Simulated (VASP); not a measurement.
SrHf:

```
Sr Hf
1.0
     3.76924    0.00000    0.00000
     0.00000    3.76924    0.00000
     0.00000    0.00000    3.76924
Sr Hf
1 1
Direct
  0.00000 0.00000 0.00000
  0.50000 0.50000 0.50000
```

- Program: VASP 6.6.1
- Task: relaxation of cell and atoms
- Functional: PBE
- Potentials or basis: VASP PAW PBE potentials, release 64 (Sr_sv, Hf_pv)
- Cutoff: 600 eV
- k mesh: 4 × 4 × 4
- Occupations: gaussian, width 0.1 eV
- Spin: no spin polarisation

At the start: pressure 8.2 GPa; volume 26.78 Å³/atom.

**Question.** How do energy, volume and symmetry change on relaxing?

**Answer.** Over 3 steps the energy falls by 116.7 meV/atom and the volume is 31.84 Å³/atom (+18.9 %); space group Pm-3m (No. 221, to 0.1 Å) before and after.

The path:
| step | energy change (eV) | largest force (eV/Å) | pressure (GPa) | volume (Å³) |
| --- | --- | --- | --- | --- |
| 1 | 0.0000 | 0.0000 | 8.24 | 53.55 |
| 2 | -0.2309 | 0.0000 | -0.67 | 64.95 |
| 3 | -0.2334 | 0.0000 | 0.03 | 63.68 |

Final structure:
```xyz
2
Lattice="3.9933 0.0000 0.0000 0.0000 3.9933 0.0000 0.0000 0.0000 3.9933" Properties=species:S:1:pos:R:3 pbc="T T T"
Sr    0.0000    0.0000    0.0000
Hf    1.9967    1.9967    1.9967
```

Caveat: the k points lie up to 0.39 Å⁻¹ apart in the final cell; the volume moved by over 15 % at a fixed basis, so the end points are rough.
